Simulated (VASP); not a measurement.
# Cu3Ge in VASP: notebook

Runs on Cu3Ge. Level: PBEsol. Tasks: single point.

Everything below comes from runs of VASP 6.6.1. Logs are shortened: lines on timing, memory, paths and dates and some standing lists are left out, and cuts for length are marked.

### 1 The cell of the first run

The cell holds an amorphous packing of atoms, 16 atoms: a = 5.814 Å, b = 6.039 Å, c = 6.264 Å, α = 91.97°, β = 92.72°, γ = 85.77°.

### 2 Single point, PBEsol

Contents of INCAR:

```
SYSTEM = Cu3Ge
PREC = Accurate ; ENCUT = 520
EDIFF = 1E-7 ; ISMEAR = -1
SIGMA = 0.1663 ; LREAL = Auto
LASPH = .True. ; NELM = 80
ALGO = Normal ; ISIF = 2
LWAVE = .False. ; LCHARG = .True.
GGA = PS ; LELF = .True.
LVHAR = .True. ; NBANDS = 108
ISYM = 0
```

Contents of KPOINTS:

```
Automatic mesh
0
Gamma
  1 1 1
  0.25 0.25 0.25
```

Contents of POSCAR:

```
Cu3Ge
1.0
    5.8084680000      0.2175700000     -0.1413800000
    0.2175700000      6.0343640000     -0.1031110000
   -0.1413800000     -0.1031110000      6.2614650000
Cu Ge
12 4
Direct
    0.5100752743      0.8297684359      0.8979532259
    0.8285315569      0.6178399483      0.7505479766
    0.2301286773      0.6735170093      0.7163046675
    0.7389578284      0.6577434994      0.1669341676
    0.9824999791      0.8696116094      0.9644510302
    0.7961955724      0.2088696053      0.7671683678
    0.7576047063      0.1241535051      0.1613649115
    0.4883197797      0.3885130832      1.0393662862
    0.5319463690      0.4607038352      0.4671296910
    0.1783087627      0.1272180475      0.7216266278
    0.2741744630      0.7078548825      0.2307722570
    0.0186791723      0.3903042461      1.0522341852
   -0.0330903033      0.3641191624      0.4239810306
    0.5269999480      0.9037024885      0.4726473629
    0.9648476288      0.8904848623      0.4576203720
    0.3014738304      0.0767436304      0.0948168652
```

Potentials or basis: VASP PAW PBE potentials, release 64 (Cu, Ge_d).

Command:

```bash
$ cat potpaw_PBE.64/Cu/POTCAR potpaw_PBE.64/Ge_d/POTCAR > POTCAR
$ mpirun -np 1 vasp_std > vasp.out
```

OUTCAR:

```text
SYSTEM = Cu3Ge
   PREC = Accurate
   ENCUT = 520
   EDIFF = 1E-7
   ISMEAR = -1
   LREAL = Auto
   LASPH = .True.
   NELM = 80
   ISIF = 2
   GGA = PS
   ISYM = 0

 ion  position               nearest neighbor table
   1  0.510  0.830  0.898-   3 2.19  16 2.23   4 2.32   2 2.38  11 2.70  14 2.72  10 2.76   5 2.79

   2  0.829  0.618  0.751-   5 2.20   1 2.38   3 2.40   6 2.50  12 2.54   9 2.62  13 2.63   4 2.68
                            15 2.69
   3  0.230  0.674  0.716-   1 2.19   5 2.39   2 2.40  15 2.52   9 2.64  10 2.73  14 2.83
   4  0.739  0.658  0.167-   1 2.32  12 2.33   8 2.36   5 2.41  15 2.62   9 2.64  13 2.67  14 2.67
                             2 2.68  11 2.74
   5  0.982  0.870  0.964-   2 2.20   7 2.31   3 2.39  16 2.41   4 2.41  11 2.49   6 2.57  10 2.57
                             1 2.79
   6  0.796  0.209  0.767-  10 2.27  12 2.43   2 2.50   7 2.56   5 2.57  13 2.64   8 2.68   9 2.79
                            15 2.84
   7  0.758  0.124  0.161-   8 2.28   5 2.31  12 2.43  13 2.49   6 2.56  15 2.57  16 2.70  14 2.84

   8  0.488  0.389  0.039-   7 2.28  16 2.29   4 2.36  11 2.52   6 2.68   9 2.70  12 2.73
   9  0.532  0.461  0.467-  11 2.51  13 2.58   2 2.62   3 2.64   4 2.64  14 2.67   8 2.70   6 2.79

  10  0.178  0.127  0.722-   6 2.27  16 2.43  15 2.49   5 2.57  13 2.60  12 2.72   3 2.73   1 2.76
                            14 2.85
  11  0.274  0.708  0.231-  14 2.40  16 2.43   5 2.49   9 2.51  15 2.51   8 2.52  12 2.69   1 2.70
                             4 2.74
  12  0.019  0.390  0.052-   4 2.33  13 2.37   7 2.43  16 2.43   6 2.43   2 2.54  11 2.69  10 2.72
                             8 2.73
  13  0.967  0.364  0.424-  12 2.37   7 2.49   9 2.58  10 2.60   2 2.63   6 2.64   4 2.67  15 2.88

  14  0.527  0.904  0.473-  11 2.40  15 2.55   9 2.67   4 2.67   1 2.72   3 2.83   7 2.84  16 2.84
                            10 2.85
  15  0.965  0.890  0.458-  10 2.49  11 2.51   3 2.52  14 2.55   7 2.57   4 2.62   2 2.69   6 2.84
                            13 2.88
  16  0.301  0.077  0.095-   1 2.23   8 2.29   5 2.41  12 2.43  11 2.43  10 2.43   7 2.70  14 2.84

IMPORTANT INFORMATION: All symmetrisations will be switched off!
NOSYMM: (Re-)initialisation of all symmetry stuff for point group C_1.

----------------------------------------------------------------------------------------

                                     Primitive cell

  volume of cell :     218.9945

  direct lattice vectors                    reciprocal lattice vectors
     5.808468000  0.217570000 -0.141380000     0.172485284 -0.006154169  0.003793267
     0.217570000  6.034364000 -0.103111000    -0.006154169  0.165983768  0.002594389
    -0.141380000 -0.103111000  6.261465000     0.003793267  0.002594389  0.159835406

  length of vectors
     5.814260530  6.039165296  6.263909652     0.172636717  0.166118078  0.159901460

  position of ions in fractional coordinates (direct lattice)
     0.510075274  0.829768436  0.897953226
     0.828531557  0.617839948  0.750547977
     0.230128677  0.673517009  0.716304667
     0.738957828  0.657743499  0.166934168
     0.982499979  0.869611609  0.964451030
     0.796195572  0.208869605  0.767168368
[... 8 lines left out ...]
     0.964847629  0.890484862  0.457620372
     0.301473830  0.076743630  0.094816865

  ion indices of the primitive-cell ions
   primitive index   ion index
                 1           1
                 2           2
                 3           3
                 4           4
                 5           5
                 6           6
[... 8 lines left out ...]
                15          15
                16          16

----------------------------------------------------------------------------------------

 KPOINTS: Automatic mesh

Automatic generation of k-mesh.
 Grid dimensions read from file:
 generate k-points for:    1    1    1

 Generating k-lattice:

  Cartesian coordinates                     Fractional coordinates (reciprocal lattice)
     0.172485284 -0.006154169  0.003793267     1.000000000 -0.000000000  0.000000000
    -0.006154169  0.165983768  0.002594389     0.000000000  1.000000000  0.000000000
     0.003793267  0.002594389  0.159835406    -0.000000000  0.000000000  1.000000000

  Length of vectors
     0.172636717  0.166118078  0.159901460

  Shift w.r.t. Gamma in fractional coordinates (k-lattice)
     0.250000000  0.250000000  0.250000000

 Subroutine IBZKPT returns following result:
 ===========================================

 Found      1 irreducible k-points:

 Following reciprocal coordinates:
            Coordinates               Weight
  0.250000  0.250000  0.250000      2.000000
   k-points           NKPTS =      1   k-points in BZ     NKDIM =      1   number of bands    NBANDS=    108
   number of dos      NEDOS =    301   number of ions     NIONS =     16
   total plane-waves  NPLWV = 110592
   dimension x,y,z NGX =    48 NGY =   48 NGZ =   48
   dimension x,y,z NGXF=    96 NGYF=   96 NGZF=   96
   ions per type =              12   4
   NGX,Y,Z   is equivalent  to a cutoff of  13.72, 13.21, 12.74 a.u.
   NGXF,Y,Z  is equivalent  to a cutoff of  27.45, 26.43, 25.48 a.u.
 SYSTEM =  Cu3Ge
   PREC   = accura    normal or accurate (medium, high low for compatibility)
   ISTART =      0    job   : 0-new  1-cont  2-samecut
   ICHARG =      2    charge: 1-file 2-atom 10-const
   ISPIN  =      1    spin polarized calculation?
   LNONCOLLINEAR =      F non collinear calculations
   LSORBIT =      F    spin-orbit coupling
   LASPH  =      T    aspherical Exc in radial PAW
   ENCUT  =  520.0 eV  38.22 Ry    6.18 a.u.  10.81 11.23 11.65*2*pi/ulx,y,z
   NELM   =     80;   NELMIN=  2; NELMDL= -5     # of ELM steps
   EDIFF  = 0.1E-06   stopping-criterion for ELM
   LREAL  =      T    real-space projection
   EDIFFG = 0.1E-05   stopping-criterion for IOM
   NSW    =      0    number of steps for IOM
   IBRION =     -1    ionic relax: 0-MD 1-quasi-New 2-CG
   NFREE  =      0    steps in history (QN), initial steepest desc. (CG)
   ISIF   =      2    stress and relaxation
   ISYM   =      0    0-nonsym 1-usesym 2-fastsym
   POTIM  = 0.5000    time-step for ionic-motion
   TEBEG  =    0.0;   TEEND  =   0.0 temperature during run
   PSTRESS=    0.0 pullay stress
   NELECT =     188.0000    total number of electrons
   NUPDOWN=      -1.0000    fix difference up-down
   EMIN   =  10.00;   EMAX   =-10.00  energy-range for DOS
   EFERMI =   0.00;   METHOD = LEGACY
   ISMEAR =    -1;   SIGMA  =   0.17  broadening in eV -4-tet -1-fermi 0-gaus
   EFERMI_NEDOS =   21; number of points for ismear=-14 and -15
   IALGO  =     38    algorithm
   IMIX   =      4    mixing-type and parameters
     AMIX     =   0.40;   BMIX     =  1.00
     AMIX_MAG =   1.60;   BMIX_MAG =  1.00
  volume/ion in A,a.u.               =      13.69        92.37
  Fermi-wavevector in a.u.,A,eV,Ry     =   1.555905  2.940234 32.937529  2.420840
  Thomas-Fermi vector in A             =   2.659778
   LORBIT       =      0    0 simple, 1 ext, 2 COOP (PROOUT), +10 PAW based schemes
   GGA     = PS    functional components
   LHFCALC =     F    Hartree Fock is set to
   AEXX    =    0.0000 exact exchange contribution
   IVDW    =     0    specifies the selected vdW correction
   LEPSILON=     F    determine dielectric tensor
   LRPA    =     F    only Hartree local field effects (RPA)
 non-spin polarized calculation
  energy-cutoff  :      520.00
  volume of cell :      218.99
 maximum number of plane-waves:      5889
 NGX is ok and might be reduce to    48
   NGX = 21   NGY = 23   NGZ = 23

 number of electron     188.0000002 magnetization

 Free energy of the ion-electron system (eV)
  ---------------------------------------------------
  ext. energy  EPLUGINS =         0.00000000
  ---------------------------------------------------
  free energy    TOTEN  =       -67.64137973 eV

  energy without entropy =      -67.15259066  energy(sigma->0) =      -67.39698520

 E-fermi :   7.0303     XC(G=0): -12.2833

 val. band max:        6.8154207203   @ k =   0.2500   0.2500   0.2500
 cond. band min:       7.2254413745   @ k =   0.2500   0.2500   0.2500
 fundamental gap:      0.4100206542
 Fermi energy:         7.0302692790

 k-point     1 :       0.2500    0.2500    0.2500
  band No.  band energies     occupation
      1     -17.6103      2.00000
      2     -17.5930      2.00000
      3     -17.5780      2.00000
      4     -17.5637      2.00000
      5     -17.5446      2.00000
      6     -17.5356      2.00000
[... 98 lines left out ...]
    105      11.4654      0.00000
    106      11.6256      0.00000
 [bands above 106 left out]

------------------------ aborting loop because EDIFF is reached ----------------------------------------

  FORCE on cell =-STRESS in cart. coord.  units (eV):
  Direction    XX          YY          ZZ          XY          YZ          ZX
  --------------------------------------------------------------------------------------
  -------------------------------------------------------------------------------------
  Total        3.3249270     -1.5078228      0.5939144      1.1739341     10.0737423      4.5477475
  in kB       24.3253730    -11.0313257      4.3451147      8.5885748     73.7001259     33.2716041
  external PRESSURE =       5.8797206 kB  Pullay stress =       0.0000000 kB

 VOLUME and BASIS-vectors are now :
 -----------------------------------------------------------------------------
  energy-cutoff  :      520.00
  volume of cell :      218.99
      direct lattice vectors                 reciprocal lattice vectors
     5.808468000  0.217570000 -0.141380000     0.172485284 -0.006154169  0.003793267
     0.217570000  6.034364000 -0.103111000    -0.006154169  0.165983768  0.002594389
    -0.141380000 -0.103111000  6.261465000     0.003793267  0.002594389  0.159835406

 POSITION                                       TOTAL-FORCE (eV/Angst)
 -----------------------------------------------------------------------------------
      3.01634      5.02551      5.46483         1.305938      0.443178     -0.533838
      4.84081      3.83115      4.51869        -0.907350     -1.277154     -1.045856
      1.38196      4.04046      4.38313        -0.437912     -1.285614     -1.049515
      4.41172      4.11263      0.87296        -0.042886      0.150531      0.857706
      5.75967      5.36187      5.81030         0.595503      0.597823      0.155529
      4.56166      1.35452      4.66950        -1.426825     -0.122886     -0.087353
[... 8 lines left out ...]
      5.73333      5.53625      2.63715         0.078452     -0.370940      0.020724
      1.75439      0.51891      0.54316        -0.527394      0.683822      0.905955
 -----------------------------------------------------------------------------------
    total drift:                                0.002223      0.001055     -0.000691

  FREE ENERGIE OF THE ION-ELECTRON SYSTEM (eV)
  ---------------------------------------------------
  free  energy   TOTEN  =       -67.6413797342 eV

  energy  without entropy=      -67.1525906627  energy(sigma->0) =      -67.39698520
```

Run time: 2.1 min. Hardware: 1 thread of Intel Xeon Platinum 8259CL at 2.50GHz (Skylake/Cascade Lake), shared host; peak memory 0.34 GiB.

What came out:

* Free energy: -67.6414 eV
* Pressure: 0.6 GPa
* Largest force: 1.884 eV/Å
* Band gap on the k mesh: 0.41 eV

Forces on the atoms (eV/Å):
```
Cu   1.306  0.443 -0.534
Cu  -0.907 -1.277 -1.046
Cu  -0.438 -1.286 -1.050
Cu  -0.043  0.151  0.858
Cu   0.596  0.598  0.156
Cu  -1.427 -0.123 -0.087
Cu  -0.435 -0.616  0.781
Cu  -0.480  1.302 -1.084
Cu   0.112 -0.130 -0.094
Cu   1.395  0.253 -0.542
Cu  -0.131 -0.598 -0.175
Cu   1.179  0.342 -0.571
Ge  -0.068  0.338  1.226
Ge  -0.211  0.290  1.235
Ge   0.078 -0.371  0.021
Ge  -0.527  0.684  0.906
```

Caveat: the k points lie up to 1.08 Å⁻¹ apart; the PAW data sets were made with another functional, which shifts forces and pressure a little.

[end of part 1 of 3]
